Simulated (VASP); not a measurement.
# Pt (Fm-3m) in VASP: notebook

The runs below take Pt through single point, with PBEsol.

Everything below comes from runs of VASP 6.6.1. Logs are shortened: lines on timing, memory, paths and dates and some standing lists are left out, and cuts for length are marked.

### Step 1. The cell of the first run

The structure is cubic, space group Fm-3m (No. 225). Conventional cell: a = 3.922 Å, b = 3.922 Å, c = 3.922 Å, α = 90.00°, β = 90.00°, γ = 90.00°. Within 3.7 Å of Pt (site symmetry m-3m) lie 12 Pt at 2.77 Å.

### Step 2. Single point, PBEsol

The input, INCAR:

```
SYSTEM = Pt
ALGO = Normal
EDIFF = 1E-6
ENCUT = 500
GGA = PS
GGA_COMPAT = .False.
ISIF = 2
ISMEAR = 1
LASPH = .True.
LCHARG = .False.
LREAL = .False.
LWAVE = .False.
NBANDS = 11
NELM = 120
PREC = Accurate
SIGMA = 0.1
```

The input, KPOINTS:

```
k-points
0
Gamma
  8 8 8
  0 0 0
```

The input, POSCAR:

```
Pt
1.0
    0.0000000000      1.9609000000      1.9609000000
    1.9609000000      0.0000000000      1.9609000000
    1.9609000000      1.9609000000      0.0000000000
Pt
1
Direct
    0.0000000000      0.0000000000      0.0000000000
```

Potentials or basis: VASP PAW PBE potentials, release 64 (Pt).

The run is started by

```bash
$ cat potpaw_PBE.64/Pt/POTCAR > POTCAR
$ mpirun -np 1 vasp_std > vasp.out
```

OUTCAR:

```text
SYSTEM = Pt
   EDIFF = 1E-6
   ENCUT = 500
   GGA = PS
   ISIF = 2
   ISMEAR = 1
   LASPH = .True.
   LREAL = .False.
   NELM = 120
   PREC = Accurate

 ion  position               nearest neighbor table
   1  0.000  0.000  0.000-

  LATTYP: Found a face centered cubic cell.
 ALAT       =     3.9218000000

  Lattice vectors:

 A1 = (   0.0000000000,   1.9609000000,   1.9609000000)
 A2 = (   1.9609000000,   0.0000000000,   1.9609000000)
 A3 = (   1.9609000000,   1.9609000000,   0.0000000000)

Analysis of symmetry for initial positions (statically):
=====================================================================
 Subroutine PRICEL returns:
 Original cell was already a primitive cell.

 Routine SETGRP: Setting up the symmetry group for a
 face centered cubic supercell.

 Subroutine GETGRP returns: Found 48 space group operations
 (whereof 48 operations were pure point group operations)
 out of a pool of 48 trial point group operations.

The static configuration has the point symmetry O_h .

Analysis of symmetry for dynamics (positions and initial velocities):
=====================================================================
 Subroutine PRICEL returns:
 Original cell was already a primitive cell.

 Routine SETGRP: Setting up the symmetry group for a
 face centered cubic supercell.

 Subroutine GETGRP returns: Found 48 space group operations
 (whereof 48 operations were pure point group operations)
 out of a pool of 48 trial point group operations.

The dynamic configuration has the point symmetry O_h .

 Subroutine INISYM returns: Found 48 space group operations
 (whereof 48 operations are pure point group operations),
 and found     1 'primitive' translations

----------------------------------------------------------------------------------------

                                     Primitive cell

  volume of cell :      15.0798

  direct lattice vectors                    reciprocal lattice vectors
     0.000000000  1.960900000  1.960900000    -0.254984956  0.254984956  0.254984956
     1.960900000  0.000000000  1.960900000     0.254984956 -0.254984956  0.254984956
     1.960900000  1.960900000  0.000000000     0.254984956  0.254984956 -0.254984956

  length of vectors
     2.773131374  2.773131374  2.773131374     0.441646899  0.441646899  0.441646899

  position of ions in fractional coordinates (direct lattice)
     0.000000000  0.000000000  0.000000000

  ion indices of the primitive-cell ions
   primitive index   ion index
                 1           1

----------------------------------------------------------------------------------------

 KPOINTS: k-points

Automatic generation of k-mesh.
 Grid dimensions read from file:
 generate k-points for:    8    8    8

 Generating k-lattice:

  Cartesian coordinates                     Fractional coordinates (reciprocal lattice)
    -0.031873119  0.031873119  0.031873119     0.125000000  0.000000000  0.000000000
     0.031873119 -0.031873119  0.031873119     0.000000000  0.125000000  0.000000000
     0.031873119  0.031873119 -0.031873119     0.000000000  0.000000000  0.125000000

  Length of vectors
     0.055205862  0.055205862  0.055205862

  Shift w.r.t. Gamma in fractional coordinates (k-lattice)
     0.000000000  0.000000000  0.000000000

 Subroutine IBZKPT returns following result:
 ===========================================

 Found     29 irreducible k-points:

 Following reciprocal coordinates:
            Coordinates               Weight
  0.000000  0.000000  0.000000      1.000000
  0.125000  0.000000  0.000000      8.000000
  0.250000  0.000000  0.000000      8.000000
  0.375000  0.000000  0.000000      8.000000
  0.500000  0.000000  0.000000      4.000000
  0.125000  0.125000  0.000000      6.000000
[... 16 lines left out ...]
  0.500000  0.250000  0.125000     48.000000
 -0.375000  0.250000  0.125000     24.000000
 [... further k-points ...]
   k-points           NKPTS =     29   k-points in BZ     NKDIM =     29   number of bands    NBANDS=     11
   number of dos      NEDOS =    301   number of ions     NIONS =      1
   total plane-waves  NPLWV =   8000
   dimension x,y,z NGX =    20 NGY =   20 NGZ =   20
   dimension x,y,z NGXF=    40 NGYF=   40 NGZF=   40
   ions per type =               1
   NGX,Y,Z   is equivalent  to a cutoff of  11.99, 11.99, 11.99 a.u.
   NGXF,Y,Z  is equivalent  to a cutoff of  23.98, 23.98, 23.98 a.u.
 SYSTEM =  Pt
   PREC   = accura    normal or accurate (medium, high low for compatibility)
   ISTART =      0    job   : 0-new  1-cont  2-samecut
   ICHARG =      2    charge: 1-file 2-atom 10-const
   ISPIN  =      1    spin polarized calculation?
   LNONCOLLINEAR =      F non collinear calculations
   LSORBIT =      F    spin-orbit coupling
   LASPH  =      T    aspherical Exc in radial PAW
   ENCUT  =  500.0 eV  36.75 Ry    6.06 a.u.   5.06  5.06  5.06*2*pi/ulx,y,z
   NELM   =    120;   NELMIN=  2; NELMDL= -5     # of ELM steps
   EDIFF  = 0.1E-05   stopping-criterion for ELM
   LREAL  =      F    real-space projection
   EDIFFG = 0.1E-04   stopping-criterion for IOM
   NSW    =      0    number of steps for IOM
   IBRION =     -1    ionic relax: 0-MD 1-quasi-New 2-CG
   NFREE  =      0    steps in history (QN), initial steepest desc. (CG)
   ISIF   =      2    stress and relaxation
   ISYM   =      2    0-nonsym 1-usesym 2-fastsym
   POTIM  = 0.5000    time-step for ionic-motion
   TEBEG  =    0.0;   TEEND  =   0.0 temperature during run
   PSTRESS=    0.0 pullay stress
   NELECT =      10.0000    total number of electrons
   NUPDOWN=      -1.0000    fix difference up-down
   EMIN   =  10.00;   EMAX   =-10.00  energy-range for DOS
   EFERMI =   0.00;   METHOD = LEGACY
   ISMEAR =     1;   SIGMA  =   0.10  broadening in eV -4-tet -1-fermi 0-gaus
   EFERMI_NEDOS =   21; number of points for ismear=-14 and -15
   IALGO  =     38    algorithm
   IMIX   =      4    mixing-type and parameters
     AMIX     =   0.40;   BMIX     =  1.00
     AMIX_MAG =   1.60;   BMIX_MAG =  1.00
  volume/ion in A,a.u.               =      15.08       101.76
  Fermi-wavevector in a.u.,A,eV,Ry     =   1.427609  2.697791 27.729605  2.038068
  Thomas-Fermi vector in A             =   2.547760
   LORBIT       =      0    0 simple, 1 ext, 2 COOP (PROOUT), +10 PAW based schemes
   GGA     = PS    functional components
   LHFCALC =     F    Hartree Fock is set to
   AEXX    =    0.0000 exact exchange contribution
   IVDW    =     0    specifies the selected vdW correction
   LEPSILON=     F    determine dielectric tensor
   LRPA    =     F    only Hartree local field effects (RPA)
 non-spin polarized calculation
 Methfessel and Paxton  Order N= 1 SIGMA  =   0.10
  energy-cutoff  :      500.00
  volume of cell :       15.08
 maximum number of plane-waves:       392
   NGX = 11   NGY = 11   NGZ = 11

 number of electron      10.0000001 magnetization

 Free energy of the ion-electron system (eV)
  ---------------------------------------------------
  ext. energy  EPLUGINS =         0.00000000
  ---------------------------------------------------
  free energy    TOTEN  =        -6.95141204 eV

  energy without entropy =       -6.95073667  energy(sigma->0) =       -6.95118691

 E-fermi :  11.0485     XC(G=0): -13.6347

 val. band max:       11.0306024918   @ k =  -0.2500   0.1250   0.0000
 cond. band min:      11.0793036119   @ k =   0.5000   0.5000   0.0000
 fundamental gap:      0.0487011201
 Fermi energy:        11.0484618431

 k-point     1 :       0.0000    0.0000    0.0000
  band No.  band energies     occupation
      1       0.8020      2.00000
      2       7.2634      2.00000
      3       7.2634      2.00000
      4       7.2634      2.00000
      5       9.4375      2.00000
      6       9.4375      2.00000
      7      25.7268      0.00000
      8      30.6836      0.00000
      9      30.6836      0.00000
     10      30.6836      0.00000
     11      35.9916      0.00000

 k-point     2 :       0.1250    0.0000    0.0000
  band No.  band energies     occupation
      1       1.4129      2.00000
      2       7.0198      2.00000
      3       7.4832      2.00000
      4       7.4832      2.00000
      5       9.3359      2.00000
      6       9.3359      2.00000
      7      26.6188      0.00000
      8      28.2095      0.00000
      9      31.6219      0.00000
     10      31.6219      0.00000
     11      37.2952      0.00000

 k-point     3 :       0.2500    0.0000    0.0000
  band No.  band energies     occupation
      1       2.8520      2.00000
      2       6.9076      2.00000
      3       7.6408      2.00000
      4       7.6408      2.00000
      5       9.6105      2.00000
      6       9.6105      2.00000
      7      24.3530      0.00000
      8      27.4584      0.00000
      9      33.7072      0.00000
     10      33.7072      0.00000
     11      34.5830      0.00000

 k-point     4 :       0.3750    0.0000    0.0000
  band No.  band energies     occupation
      1       3.6614      2.00000
      2       7.3634      2.00000
      3       7.3634      2.00000
      4       8.5448      2.00000
      5      10.5689      2.00000
      6      10.5689      2.00000
      7      19.8222      0.00000
      8      25.9788      0.00000
      9      31.4558      0.00000
     10      31.4558      0.00000
     11      37.4993      0.00000

 k-point     5 :       0.5000    0.0000    0.0000
  band No.  band energies     occupation
      1       3.7127      2.00000
      2       7.2057      2.00000
      3       7.2057      2.00000
      4      10.5507      2.00000
      5      11.1050      0.19231
      6      11.1050      0.19230
      7      16.8759      0.00000
      8      25.2819      0.00000
      9      30.0366      0.00000
     10      30.0366      0.00000
     11      39.4684      0.00000
[... 211 lines left out ...]
 k-point    21 :       0.5000    0.5000    0.0000
  band No.  band energies     occupation
      1       3.9741      2.00000
      2       4.4283      2.00000
      3      11.0793      0.50450
      4      11.5522     -0.00000
      5      11.5522     -0.00000
      6      12.8057     -0.00000
      7      19.9088      0.00000
      8      22.4313      0.00000
      9      22.4313      0.00000
     10      31.1882      0.00000
     11      34.4981      0.00000

 k-point    22 :       0.3750    0.2500    0.1250
  band No.  band energies     occupation
      1       4.1358      2.00000
      2       5.9410      2.00000
      3       7.2525      2.00000
      4       8.9262      2.00000
      5       9.0195      2.00000
      6      11.0812      0.47769
      7      24.5634      0.00000
      8      26.7970      0.00000
      9      29.0233      0.00000
     10      31.3019      0.00000
     11      35.3209      0.00000

 k-point    23 :       0.5000    0.2500    0.1250
  band No.  band energies     occupation
      1       4.9692      2.00000
      2       6.4411      2.00000
      3       6.7268      2.00000
      4       8.6373      2.00000
      5      10.3209      2.00000
      6      12.9809     -0.00000
      7      20.3090      0.00000
      8      25.4428      0.00000
      9      27.2861      0.00000
     10      31.5483      0.00000
     11      35.3771      0.00000

 k-point    24 :      -0.3750    0.2500    0.1250
  band No.  band energies     occupation
      1       4.9954      2.00000
      2       6.2391      2.00000
      3       7.5962      2.00000
      4       8.3742      2.00000
      5      10.8710      2.03083
      6      15.4711      0.00000
      7      16.5523      0.00000
      8      25.7696      0.00000
      9      26.1460      0.00000
     10      30.2279      0.00000
     11      37.2781      0.00000

 [... further k-points ...]

------------------------ aborting loop because EDIFF is reached ----------------------------------------

  FORCE on cell =-STRESS in cart. coord.  units (eV):
  Direction    XX          YY          ZZ          XY          YZ          ZX
  --------------------------------------------------------------------------------------
  -------------------------------------------------------------------------------------
  Total       -0.1842986     -0.1842986     -0.1842986      0.0000000      0.0000000      0.0000000
  in kB      -19.5810655    -19.5810655    -19.5810655      0.0000000      0.0000000      0.0000000
  external PRESSURE =     -19.5810655 kB  Pullay stress =       0.0000000 kB

 VOLUME and BASIS-vectors are now :
 -----------------------------------------------------------------------------
  energy-cutoff  :      500.00
  volume of cell :       15.08
      direct lattice vectors                 reciprocal lattice vectors
     0.000000000  1.960900000  1.960900000    -0.254984956  0.254984956  0.254984956
     1.960900000  0.000000000  1.960900000     0.254984956 -0.254984956  0.254984956
     1.960900000  1.960900000  0.000000000     0.254984956  0.254984956 -0.254984956

 POSITION                                       TOTAL-FORCE (eV/Angst)
 -----------------------------------------------------------------------------------
      0.00000      0.00000      0.00000        -0.000000      0.000000     -0.000000
 -----------------------------------------------------------------------------------
    total drift:                                0.000000      0.000000      0.000000

  FREE ENERGIE OF THE ION-ELECTRON SYSTEM (eV)
  ---------------------------------------------------
  free  energy   TOTEN  =        -6.9514120357 eV

  energy  without entropy=       -6.9507366651  energy(sigma->0) =       -6.95118691
```

Wall time 9.1 s (1 thread of Intel Xeon 8259CL, shared host); peak memory 0.13 GiB.

Results:

| Property | Result |
| --- | --- |
| Free energy | -6.9514 eV |
| Pressure | -2.0 GPa |
| Band gap on the k mesh | zero (band 5 reaches 11.56 eV, above the bottom of band 6 at 9.34 eV) |

Caveat: the PAW data sets were made with another functional, which shifts forces and pressure a little; spin-orbit coupling is left out, which moves the levels of the heavy elements.

(Part 1 of 2 ends here.)
